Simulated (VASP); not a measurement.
Set up this calculation in VASP 6.6.1, as the native input.

| Property | Result |
| --- | --- |
| Task | single point |
| Functional | PBE-based screened hybrid with 25 % exact exchange |
| Potentials or basis | VASP PAW PBE potentials, release 64 (Si, C) |
| Cutoff | 520 eV |
| k mesh | 7 × 7 × 7 |
| Occupations | fermi-dirac, width 0.1 eV |
| Spin | no spin polarisation |
| Dipole correction | no |
| Grid for exact exchange (PRECFOCK) | Normal |
| Share of exact exchange | 0.25 |
| Further INCAR settings | ALGO = Normal; EDIFF = 1e-06; NBANDS = 11 |
| Screening parameter | 0.3 1/Å |

SiC:

```
Si C
1.0
     0.00000    2.17900    2.17900
     2.17900    0.00000    2.17900
     2.17900    2.17900    0.00000
Si C
1 1
Direct
  0.00000 0.00000 0.00000
  0.25000 0.25000 0.25000
```

The input as run:

POSCAR

```
SiC
1.0
    0.0000000000      2.1790000000      2.1790000000
    2.1790000000      0.0000000000      2.1790000000
    2.1790000000      2.1790000000      0.0000000000
Si C
1 1
Direct
    0.0000000000      0.0000000000      0.0000000000
    0.2500000000      0.2500000000      0.2500000000
```

INCAR.step1

```
SYSTEM = SiC
PREC = Accurate
ENCUT = 520
EDIFF = 1E-5
ISMEAR = -1
SIGMA = 0.1
LREAL = .FALSE.
LASPH = .TRUE.
NELM = 120
ALGO = Normal
ISIF = 2
LWAVE = .TRUE.
LCHARG = .FALSE.
GGA = PE
NBANDS = 11
GGA_COMPAT = .FALSE.
```

INCAR.step2

```
SYSTEM = SiC
PREC = Accurate
ENCUT = 520
EDIFF = 1E-6
ISMEAR = -1
SIGMA = 0.1
LREAL = .FALSE.
LASPH = .TRUE.
NELM = 120
ALGO = Normal
ISIF = 2
LWAVE = .FALSE.
LCHARG = .FALSE.
GGA = PE
LHFCALC = .TRUE.
AEXX = 0.25
HFSCREEN = 0.3
PRECFOCK = Normal
ISTART = 1
NBANDS = 11
GGA_COMPAT = .FALSE.
```

KPOINTS

```
regular mesh
0
G
  7 7 7
  0 0 0
```

Potentials or basis: VASP PAW PBE potentials, release 64 (Si, C).

The run is started by

```console
$ cat potpaw_PBE.64/Si/POTCAR potpaw_PBE.64/C/POTCAR > POTCAR
$ cp INCAR.step1 INCAR
$ mpirun -np 1 vasp_std > vasp.out
$ cp INCAR.step2 INCAR
$ mpirun -np 1 vasp_std > vasp.out
```

Results of the run:

```json
{
  "Pressure": "-1.4 GPa",
  "Band gap on the k mesh": "2.29 eV (least direct gap 5.64 eV)"
}
```

Caveat: the PAW data sets were made with another functional, which shifts forces and pressure a little; an odd mesh through Γ misses points on the zone boundary, where band edges can lie.

Run time: 13 min on 1 thread of AMD EPYC 7R43 64-Core Processor (Zen 3), with other jobs on the host, peak memory 0.21 GiB.
